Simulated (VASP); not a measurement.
A run of VASP 6.6.1 is set up as follows.

Contents of INCAR:

```
SYSTEM = MgO
PREC = Accurate ; ENCUT = 520
EDIFF = 1E-8 ; ISMEAR = 0
SIGMA = 0.01 ; LREAL = .False.
LASPH = .True. ; NELM = 100
ALGO = Normal ; ISIF = 2
LWAVE = .False. ; LCHARG = .True.
GGA = CA ; NBANDS = 11
IBRION = 8 ; NSW = 1
LEPSILON = .True.
```

Contents of KPOINTS:

```
regular mesh
0
Gamma
  10 10 10
  0 0 0
```

The input POSCAR:

```
MgO
1.0
    0.0000000000      2.0795922130      2.0795922130
    2.0795922130      0.0000000000      2.0795922130
    2.0795922130      2.0795922130      0.0000000000
Mg O
1 1
Direct
    0.0000000000      0.0000000000      0.0000000000
    0.5000000000      0.5000000000      0.5000000000
```

Potentials or basis: VASP PAW LDA potentials, release 64 (Mg, O).

The run is started by

```sh
$ cat potpaw_LDA.64/Mg/POTCAR potpaw_LDA.64/O/POTCAR > POTCAR
$ mpirun -np 1 vasp_std > vasp.out
```

Q: Estimate the electronic dielectric tensor (diagonal).

A: 3.10.

Q: Predict the Born charges (mean of the diagonal).

A: Mg +1.95; O -1.95 e.

Q: Predict the highest phonon frequency at Γ, LO-TO splitting left out.

A: 415 cm⁻¹.

Born effective charge tensors (e):
atom 1, Mg
```
1.95 0.00 0.00
0.00 1.95 0.00
0.00 0.00 1.95
```
atom 2, O
```
-1.95  0.00  0.00
 0.00 -1.95  0.00
 0.00  0.00 -1.95
```

Caveat: the cell wasn't relaxed at this level first, which shifts response properties.
